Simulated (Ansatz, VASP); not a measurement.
**One calculation of TaN, two programs**

```
Ta N
1.0
     5.10966   -0.01172    0.02644
    -2.56498    4.41924   -0.02642
     0.01483   -0.00855    2.77470
Ta N
3 3
Direct
  0.00240 0.00240 0.00000
  0.33302 0.66948 0.49562
  0.66948 0.33302 0.50438
  0.50199 0.99735 0.98649
  0.49577 0.49577 0.00000
  0.99735 0.50199 0.01351
```

Alike in both runs: task single point; functional PBEsol; k mesh 8 × 8 × 12; occupations gaussian, width 0.1 eV; no spin polarisation.

|  | VASP | Ansatz |
| --- | --- | --- |
| version | VASP 6.6.1 | Ansatz 0.2.0 |
| potentials or method | VASP PAW PBE potentials, release 64 (Ta_pv, N), cutoff 520 eV | scalar-relativistic, plane waves, PAW |
| valence electrons in the cell | 48 | 54 |

VASP gave:

- gap on the k mesh at the Fermi level (eV): none
- pressure (GPa): 37.8
- traceless stress, the component that is largest in VASP (GPa): 18.80
- rms of the force components (eV/Å): 0.549

**Question.** Which values does Ansatz return?

**Answer.** gap on the k mesh at the Fermi level (eV): none; pressure (GPa): 36.2; traceless stress, the component that is largest in VASP (GPa): 18.39; rms of the force components (eV/Å): 0.539.

VASP's potentials were made for PBE, not for PBEsol. Atom by atom the forces differ by 0.010 eV/Å (rms over components). A gap of «none» marks a metal or a gap that the smearing closes. Both programs put the cell under a high pressure, so it lies far from rest at this level. VASP's potentials hold 48 valence electrons a cell and Ansatz's 54, so a difference there can come from the potentials and not from the codes. Ansatz's warnings: near symmetry operations not taken.

Spin-orbit coupling is off throughout.
